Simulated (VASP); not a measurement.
Write the native input for VASP 6.6.1 that does the following.

* Task: single point
* Functional: BLYP
* Potentials or basis: VASP PAW PBE potentials, release 64 (Pd)
* Cutoff: 520 eV
* k mesh: 11 × 11 × 8
* Occupations: fermi-dirac, width 0.05 eV
* Spin: collinear spin, antiferromagnetic start
* Starting moments: [0.5, -0.5] μB
* Dipole correction: no
* Further INCAR settings: ALGO = Normal; EDIFF = 1e-07; NBANDS = 21

The structure of Pd lies in POSCAR:

```
Pd
1.0
    2.8477610810      0.0000000000      0.0000000000
    0.0000000000      2.8477610810      0.0000000000
    0.0000000000      0.0000000000      4.0299217005
Pd
2
Direct
    1.0000000000      0.0000000000      0.0000000000
    0.5000000000      0.5000000000      0.5000000000
```

One way to write it, as run:

INCAR

```
SYSTEM = Pd
AGGAC = 1.0
AGGAX = 1.0
ALDAC = 0.0
ALDAX = 1.0
ALGO = Normal
EDIFF = 1E-7
ENCUT = 520
GGA = B5
ISIF = 2
ISMEAR = -1
ISPIN = 2
LASPH = .True.
LCHARG = .True.
LELF = .True.
LMAXMIX = 4
LORBIT = 11
LREAL = .False.
LVHAR = .True.
LWAVE = .False.
MAGMOM = 0.5 -0.5
NBANDS = 21
NELM = 150
PREC = Accurate
SIGMA = 0.05
```

KPOINTS

```
k-points
0
Gamma
  11 11 8
  0 0 0
```

Potentials or basis: VASP PAW PBE potentials, release 64 (Pd).

The run is started by

```sh
$ cat potpaw_PBE.64/Pd/POTCAR > POTCAR
$ mpirun -np 1 vasp_std > vasp.out
```

It gave:

```json
{"Pressure": "0.3 GPa", "Band gap on the k mesh": "zero (filled and empty bands overlap)", "Net moment": "0.00 μB per cell", "Valence electrons inside the program's atomic spheres": "Pd 9.29"}
```

Caveat: the PAW data sets were made with another functional, which shifts forces and pressure a little.

It took 2.2 min on 1 thread of Intel(R) Xeon(R) Platinum 8259CL CPU @ 2.50GHz (Skylake/Cascade Lake), with other jobs on the host, peak memory 0.23 GiB.
